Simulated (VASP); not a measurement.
Write the native input for VASP 6.6.1 that does the following.

```yaml
Task: relaxation of cell and atoms
Functional: PBE
Potentials_or_basis: VASP PAW PBE potentials, release 64 (Ba_sv, Hf_pv, Ga_d)
Cutoff: 600 eV
k_mesh: 3 × 3 × 4
Occupations: gaussian, width 0.1 eV
Spin: no spin polarisation
Dipole_correction: no
Further_INCAR_settings: ALGO = Normal; EDIFF = 1e-06; IBRION = 2; EDIFFG = -0.04; NSW = 90; ISIF = 3
```

The structure of Ba2HfGa3 lies in POSCAR:

```
Ba2HfGa3
1.0
    6.5027178410      0.0000000000      0.0000000000
   -3.2513589205      5.6315188439      0.0000000000
    0.0000000000      0.0000000000      3.9596211751
Ba Hf Ga
2 1 3
Direct
    0.3333333333      0.6666666667      0.0000000000
    0.6666666667      0.3333333333      0.0000000000
    0.0000000000      0.0000000000      0.0000000000
    0.5000000000      0.0000000000      0.5000000000
    0.5000000000      0.5000000000      0.5000000000
    0.0000000000      0.5000000000      0.5000000000
```

The input as run:

INCAR

```
ALGO = Normal
EDIFF = 1E-6
EDIFFG = -0.04
ENCUT = 600
GGA = PE
IBRION = 2
ISIF = 3
ISMEAR = 0
LASPH = T
LCHARG = F
LREAL = F
LWAVE = F
NELM = 80
NSW = 90
PREC = Accurate
SIGMA = 0.1
```

KPOINTS

```
k-points
0
Gamma
  3 3 4
```

Potentials or basis: VASP PAW PBE potentials, release 64 (Ba_sv, Hf_pv, Ga_d).

The run is started by

```sh
$ cat potpaw_PBE.64/Ba_sv/POTCAR potpaw_PBE.64/Hf_pv/POTCAR potpaw_PBE.64/Ga_d/POTCAR > POTCAR
$ mpirun -np 1 vasp_std > vasp.out
```

It gave:

```yaml
Relaxed_volume: 31.20 Å³/atom
Relaxed_cell: a = 6.120 Å, b = 6.120 Å, c = 5.772 Å, α = 90.00°, β = 90.00°, γ = 120.00°
Space_group_after_relaxing_to_0.1_Å: P6/mmm (No. 191)
Energy_gained_by_relaxing: 974.0 meV/atom
Ionic_steps: 7
Pressure_after_relaxing: 0.1 GPa
Band_gap_on_the_k_mesh: zero (an odd number of electrons rules out a gap without spin polarisation)
```

Caveat: the k points lie up to 0.40 Å⁻¹ apart in the final cell, too coarse for converged energies and pressures of a metal; the volume moved by over 15 % at a fixed basis, so the end points are rough; spin-orbit coupling is left out, which moves the levels of the heavy elements.

Wall time 6.5 min on 1 thread of Intel(R) Xeon(R) 6975P-C (Granite Rapids), on a shared host, peak memory 0.34 GiB.
